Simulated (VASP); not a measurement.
# Al12O in VASP: relaxation of the atoms with LDA

Aim: the relaxation of the atoms of Al12O with LDA.

Program: VASP 6.6.1. These are calculated values, not measurements. Logs are shortened: lines on timing, memory, paths and dates and some standing lists are left out, and cuts for length are marked.

**1. The cell of the first run**

The cell holds a slab with vacuum, 13 atoms: a = 5.634 Å, b = 5.634 Å, c = 19.604 Å, α = 90.00°, β = 90.00°, γ = 90.00°.

**2. Relaxation of the atoms, LDA**

The input, INCAR:

```
SYSTEM = Al12O
ALGO = Normal
DIPOL = 0.5 0.5 0.324
EDIFF = 1E-6
EDIFFG = -0.025
ENCUT = 520
GGA = CA
IBRION = 2
IDIPOL = 3
ISIF = 2
ISMEAR = 0
LASPH = .True.
LCHARG = .False.
LDIPOL = .True.
LREAL = .False.
LWAVE = .False.
NELM = 80
NSW = 36
PREC = Accurate
SIGMA = 0.1
```

The input, KPOINTS:

```
k-points
0
Gamma
  5 5 1
  0 0 0
```

The input, POSCAR:

```
Al12O
1.0
    5.6336864732      0.0000000000      0.0000000000
    0.0000000000      5.6336864732      0.0000000000
    0.0000000000      0.0000000000     19.6042971194
Al O
12 1
Selective dynamics
Direct
    0.2500000000      0.2500000000      0.2040368994  F F F
    0.2500000000      0.7500000000      0.2040368994  F F F
    0.7500000000      0.2500000000      0.2040368994  F F F
    0.7500000000      0.7500000000      0.2040368994  F F F
    0.0000000000      0.0000000000      0.3086956408  F F F
    0.0000000000      0.5000000000      0.3086956408  F F F
    0.5000000000      0.0000000000      0.3086956408  F F F
    0.5000000000      0.5000000000      0.3086956408  F F F
    0.2500000000      0.2500000000      0.4133939141  F F F
    0.2500000000      0.7500000000      0.4133939141  F F F
    0.7500000000      0.2500000000      0.4133939141  F F F
    0.7500000000      0.7500000000      0.4133939141  F F F
    0.2500000000      0.2500000000      0.5092912568  F F T
```

Potentials or basis: VASP PAW LDA potentials, release 64 (Al, O).

Run with:

```sh
> cat potpaw_LDA.64/Al/POTCAR potpaw_LDA.64/O/POTCAR > POTCAR
> mpirun -np 1 vasp_std > vasp.out
```

OUTCAR:

```text
SYSTEM = Al12O
   EDIFF = 1E-6
   EDIFFG = -0.025
   ENCUT = 520
   GGA = CA
   IBRION = 2
   ISIF = 2
   ISMEAR = 0
   LASPH = .True.
   LREAL = .False.
   NELM = 80
   NSW = 36
   PREC = Accurate

 ion  position               nearest neighbor table
   1  0.250  0.250  0.204-   2 2.82   3 2.82   2 2.82   3 2.82   7 2.86   8 2.86   5 2.86   6 2.86

   2  0.250  0.750  0.204-   1 2.82   4 2.82   1 2.82   4 2.82   7 2.86   8 2.86   5 2.86   6 2.86

   3  0.750  0.250  0.204-   1 2.82   4 2.82   4 2.82   1 2.82   7 2.86   8 2.86   5 2.86   6 2.86
[... 15 lines left out ...]
  11  0.750  0.250  0.413-   9 2.82  12 2.82  12 2.82   9 2.82   5 2.86   6 2.86   7 2.86   8 2.86

  12  0.750  0.750  0.413-  10 2.82  11 2.82  11 2.82  10 2.82   5 2.86   6 2.86   7 2.86   8 2.86

  13  0.250  0.250  0.509-   9 1.88

  LATTYP: Found a simple tetragonal cell.
 ALAT       =     5.6336864732
 C/A-ratio  =     3.4798346008

  Lattice vectors:

 A1 = (   5.6336864732,   0.0000000000,   0.0000000000)
 A2 = (   0.0000000000,   5.6336864732,   0.0000000000)
 A3 = (   0.0000000000,   0.0000000000,  19.6042971194)

Analysis of symmetry for initial positions (statically):
=====================================================================
 Subroutine PRICEL returns:
 Original cell was already a primitive cell.

 Routine SETGRP: Setting up the symmetry group for a
 simple tetragonal supercell.

 Subroutine GETGRP returns: Found  8 space group operations
 (whereof  2 operations were pure point group operations)
 out of a pool of 16 trial point group operations.

The static configuration has the point symmetry C_1h.
 The point group associated with its full space group is C_4v.

Analysis of symmetry for dynamics (positions and initial velocities):
=====================================================================
 Subroutine PRICEL returns:
 Original cell was already a primitive cell.

 Routine SETGRP: Setting up the symmetry group for a
 simple tetragonal supercell.

 Subroutine GETGRP returns: Found  8 space group operations
 (whereof  2 operations were pure point group operations)
 out of a pool of 16 trial point group operations.

The dynamic configuration has the point symmetry C_1h.
 The point group associated with its full space group is C_4v.

Analysis of constrained symmetry for selective dynamics:
[... 139 lines left out ...]
   LORBIT       =      0    0 simple, 1 ext, 2 COOP (PROOUT), +10 PAW based schemes
   GGA     = CA    functional components
   LHFCALC =     F    Hartree Fock is set to
   AEXX    =    0.0000 exact exchange contribution
   IVDW    =     0    specifies the selected vdW correction
   LEPSILON=     F    determine dielectric tensor
   LRPA    =     F    only Hartree local field effects (RPA)
 conjugate gradient relaxation of ions
 non-spin polarized calculation
 Gauss-broadening in eV      SIGMA  =   0.10
  energy-cutoff  :      520.00
  volume of cell :      622.21
 maximum number of plane-waves:     16799
 NGX is ok and might be reduce to    42
   NGX = 21   NGY = 21   NGZ = 73

 dipolmoment           0.000000      0.000000     -0.042863 electrons x Angstroem

--------------------------------------- Ionic step        1  -------------------------------------------

 number of electron      41.9999995 magnetization

 Free energy of the ion-electron system (eV)
  ---------------------------------------------------
  ext. energy  EPLUGINS =         0.00000000
  ---------------------------------------------------
  free energy    TOTEN  =       -52.39770306 eV

  energy without entropy =      -52.34882741  energy(sigma->0) =      -52.37326523

------------------------ aborting loop because EDIFF is reached ----------------------------------------

  FORCE on cell =-STRESS in cart. coord.  units (eV):
  Direction    XX          YY          ZZ          XY          YZ          ZX
  --------------------------------------------------------------------------------------
  -------------------------------------------------------------------------------------
  Total       -7.3080355     -7.3080355     -9.3931774      0.0000000      0.0000000      0.0000000
  in kB      -18.8180496    -18.8180496    -24.1872494      0.0000000      0.0000000      0.0000000
  external PRESSURE =     -20.6077829 kB  Pullay stress =       0.0000000 kB
[... 122 lines left out ...]
  FREE ENERGIE OF THE ION-ELECTRON SYSTEM (eV)
  ---------------------------------------------------
  free  energy   TOTEN  =       -53.0090679193 eV

  energy  without entropy=      -52.9585835942  energy(sigma->0) =      -52.98382576

[... ionic steps 4 to 12 ...]

--------------------------------------- Ionic step       13  -------------------------------------------

 number of electron      41.9999996 magnetization

------------------------ aborting loop because EDIFF is reached ----------------------------------------
[... 89 lines left out ...]
--------------------------------------- Ionic step       15  -------------------------------------------

 number of electron      41.9999996 magnetization

 dipolmoment           0.000000      0.000000      0.369342 electrons x Angstroem

 Free energy of the ion-electron system (eV)
  ---------------------------------------------------
  ext. energy  EPLUGINS =         0.00000000
  ---------------------------------------------------
  free energy    TOTEN  =       -53.00918915 eV

  energy without entropy =      -52.95870634  energy(sigma->0) =      -52.98394775

 E-fermi :  -1.2025     XC(G=0):  -4.4005

 val. band max:       -1.3213851298   @ k =   0.2000   0.2000   0.0000
 cond. band min:      -1.1899913327   @ k =   0.4000   0.0000   0.0000
 fundamental gap:      0.1313937971
 Fermi energy:        -1.2024538957

 k-point     1 :       0.0000    0.0000    0.0000
  band No.  band energies     occupation
      1     -17.4320      2.00000
      2     -11.5137      2.00000
      3      -9.2624      2.00000
      4      -7.0525      2.00000
      5      -7.0140      2.00000
      6      -6.9291      2.00000
[... 175 lines left out ...]
     27       0.4308      0.00000
     28       0.9369      0.00000

------------------------ aborting loop because EDIFF is reached ----------------------------------------

 vacuum level on the upper side and lower side of the slab       (xc-potential included)         1.015        -1.036

  FORCE on cell =-STRESS in cart. coord.  units (eV):
  Direction    XX          YY          ZZ          XY          YZ          ZX
  --------------------------------------------------------------------------------------
  -------------------------------------------------------------------------------------
  Total       -7.1415389     -7.1415389     -1.3841670      0.0000000      0.0000000      0.0000000
  in kB      -18.3893240    -18.3893240     -3.5642033      0.0000000      0.0000000      0.0000000
  external PRESSURE =     -13.4476171 kB  Pullay stress =       0.0000000 kB
[... 28 lines left out ...]
  FREE ENERGIE OF THE ION-ELECTRON SYSTEM (eV)
  ---------------------------------------------------
  free  energy   TOTEN  =       -53.0091891498 eV

  energy  without entropy=      -52.9587063430  energy(sigma->0) =      -52.98394775

 reached required accuracy - stopping structural energy minimisation

 vacuum level on the upper side and lower side of the slab         5.451         3.344
```

OSZICAR:

```text
N       E                     dE             d eps       ncg     rms          rms(c)
DAV:   1     0.193150735944E+03    0.19315E+03   -0.13126E+04   336   0.107E+03
DAV:   2    -0.244214057988E+02   -0.21757E+03   -0.21296E+03   448   0.190E+02
DAV:   3    -0.551174301078E+02   -0.30696E+02   -0.29544E+02   504   0.600E+01
DAV:   4    -0.569644284465E+02   -0.18470E+01   -0.18418E+01   404   0.175E+01
[... 116 lines left out ...]
       N       E                     dE             d eps       ncg     rms          rms(c)
DAV:   1    -0.530091879190E+02   -0.16524E-04   -0.21306E-03   352   0.251E-01    0.133E-02
DAV:   2    -0.530091931872E+02   -0.52682E-05   -0.66629E-05   420   0.439E-02    0.135E-02
DAV:   3    -0.530091895461E+02    0.36410E-05   -0.22574E-05   408   0.244E-02    0.396E-03
DAV:   4    -0.530091891498E+02    0.39636E-06   -0.45801E-06   328   0.115E-02
  15 F= -.53009189E+02 E0= -.52983948E+02  d E =-.496113E-04
```

Run time: 15 min. Hardware: 1 thread of Intel Xeon Platinum 8488C (Sapphire Rapids), shared host; peak memory 0.48 GiB.

What came out:

| Quantity | Value |
| --- | --- |
| Free energy | -53.0092 eV |
| Energy gained by relaxing | 47.0 meV/atom |
| Ionic steps | 15 |
| Band gap on the k mesh | zero (bands 21 and 22 overlap by 0.83 eV) |

Step by step:
| step | energy change (eV) | largest force on free atoms (eV/Å) | pressure (GPa) |
| --- | --- | --- | --- |
| 1 | 0.0000 | 4.2396 | -2.06 |
| 2 | -0.5980 | 0.9013 | -1.48 |
| 3 | -0.6114 | 0.0925 | -1.33 |
| 4 | -0.6114 | 0.0677 | -1.35 |
| 5 | -0.6114 | 0.0644 | -1.35 |
| 6 | -0.6114 | 0.0579 | -1.35 |
| 7 | -0.6114 | 0.0596 | -1.35 |
| 8 | -0.6114 | 0.0590 | -1.35 |
| 9 | -0.6114 | 0.0585 | -1.35 |
| 10 | -0.6114 | 0.0579 | -1.35 |
| 11 | -0.6114 | 0.0566 | -1.35 |
| 12 | -0.6114 | 0.0537 | -1.35 |
| 13 | -0.6115 | 0.0478 | -1.35 |
| 14 | -0.6115 | 0.0405 | -1.35 |
| 15 | -0.6115 | 0.0204 | -1.34 |

Final structure:
```yaml
crystal:
  lattice:
    - [5.63369, 0.00000, 0.00000]
    - [0.00000, 5.63369, 0.00000]
    - [0.00000, 0.00000, 19.60430]
  atoms:
    - { symbol: Al, position: [0.25000, 0.25000, 0.20404] }
    - { symbol: Al, position: [0.25000, 0.75000, 0.20404] }
    - { symbol: Al, position: [0.75000, 0.25000, 0.20404] }
    - { symbol: Al, position: [0.75000, 0.75000, 0.20404] }
    - { symbol: Al, position: [0.00000, 0.00000, 0.30870] }
    - { symbol: Al, position: [0.00000, 0.50000, 0.30870] }
    - { symbol: Al, position: [0.50000, 0.00000, 0.30870] }
    - { symbol: Al, position: [0.50000, 0.50000, 0.30870] }
    - { symbol: Al, position: [0.25000, 0.25000, 0.41339] }
    - { symbol: Al, position: [0.25000, 0.75000, 0.41339] }
    - { symbol: Al, position: [0.75000, 0.25000, 0.41339] }
    - { symbol: Al, position: [0.75000, 0.75000, 0.41339] }
    - { symbol: O, position: [0.25000, 0.25000, 0.49740] }
```

The gap in the log of VASP goes by the Fermi energy; the results here count the filled bands.